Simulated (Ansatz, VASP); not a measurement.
Two plane-wave programs on CO2

```
C O
1.0
    12.00000    0.00000    0.00000
     0.00000   12.00000    0.00000
     0.00000    0.00000   12.00000
C O
1 2
Cartesian
  6.0000 6.0000 6.0000
  6.0000 6.0000 7.1600
  6.0000 6.0000 4.8400
```

Alike in both runs: task single point; functional PBE; k mesh 1 × 1 × 1; no spin polarisation.

|  | VASP | Ansatz |
| --- | --- | --- |
| version | VASP 6.6.1 | Ansatz 0.2.0 |
| potentials or method | VASP PAW PBE potentials, release 64 (C, O) | scalar-relativistic, plane waves, PAW |
| plane-wave cutoff (eV) | 520 | 420 |
| occupations | gaussian, width 0.01 eV | fixed |
| valence electrons in the cell | 16 | 16 |

VASP gave:

* gap on the k mesh at the Fermi level (eV): 8.10
* rms of the force components (eV/Å): 0.850

Which values does Ansatz return?

gap on the k mesh at the Fermi level (eV): 8.10; rms of the force components (eV/Å): 0.527.

Atom by atom the forces differ by 0.323 eV/Å (rms over components). Ansatz's warnings: xc potential rough in thin density.

Noted on VASP's run: the standard files for N, O and F lose accuracy on very short bonds.
